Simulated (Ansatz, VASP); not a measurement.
One calculation of AlAu, two programs

File INCAR:

```
SYSTEM = AlAu
PREC = Accurate ; ENCUT = 520
EDIFF = 1E-6 ; ISMEAR = 0
SIGMA = 0.1 ; LREAL = .FALSE.
LASPH = .TRUE. ; NELM = 60
ALGO = Normal ; ISIF = 2
LWAVE = .FALSE. ; LCHARG = .FALSE.
GGA = PS ; NBANDS = 22
```

KPOINTS

```
regular mesh
0
G
  6 6 6
  0 0 0
```

The input POSCAR:

```
AlAu
1.0
    1.4252315774      0.8228578349      8.6489016109
   -1.4252315774      0.8228578349      8.6489016109
    0.0000000000     -1.6457156697      8.6489016109
Al Au
2 2
Direct
    0.3755384223      0.3755384223      0.3755384223
    0.6244615777      0.6244615777      0.6244615777
    0.8774890294      0.8774890294      0.8774890294
    0.1225109706      0.1225109706      0.1225109706
```

Input for Ansatz:

```yaml
crystal:
  lattice:
    - [1.4252315774, 0.8228578349, 8.6489016109]
    - [-1.4252315774, 0.8228578349, 8.6489016109]
    - [0.0, -1.6457156697, 8.6489016109]
  atoms:
    - { symbol: Al, position: [0.3755384223, 0.3755384223, 0.3755384223] }
    - { symbol: Al, position: [0.6244615777, 0.6244615777, 0.6244615777] }
    - { symbol: Au, position: [0.8774890294, 0.8774890294, 0.8774890294] }
    - { symbol: Au, position: [0.1225109706, 0.1225109706, 0.1225109706] }
basis:
  ecutwfc: 420
kpoints:
  mp_grid: { grid: [6, 6, 6] }
hamiltonian:
  xc: pbesol
scf:
  occupations: { method: gaussian, width: 0.1 }
output:
  forces: true
  stress: true
  eigenvalues: true
```

Alike in both runs: task single point; functional PBEsol; k mesh 6 × 6 × 6; occupations gaussian, width 0.1 eV; no spin polarisation.

|  | VASP | Ansatz |
| --- | --- | --- |
| version | VASP 6.6.1 | Ansatz 0.2.0 |
| potentials or method | VASP PAW PBE potentials, release 64 (Al, Au), cutoff 520 eV | scalar-relativistic, plane waves, PAW |
| valence electrons in the cell | 28 | 44 |

```tsv
	VASP	Ansatz	Ansatz less VASP
gap on the k mesh at the Fermi level (eV)	none	none	-
pressure (GPa)	12.5	12.7	+0.18
traceless stress, the component that is largest in VASP (GPa)	-4.86	-4.86	-0.002
rms of the force components (eV/Å)	0.368	0.371	+0.0026
```

VASP's potentials were made for PBE, not for PBEsol. Atom by atom the forces differ by 0.007 eV/Å (rms over components). A gap of «none» marks a metal or a gap that the smearing closes. VASP's potentials hold 28 valence electrons a cell and Ansatz's 44, so a difference there can come from the potentials and not from the codes.

The k mesh is coarse, so the values compare programs but aren't converged. Neither program's run includes spin-orbit coupling.
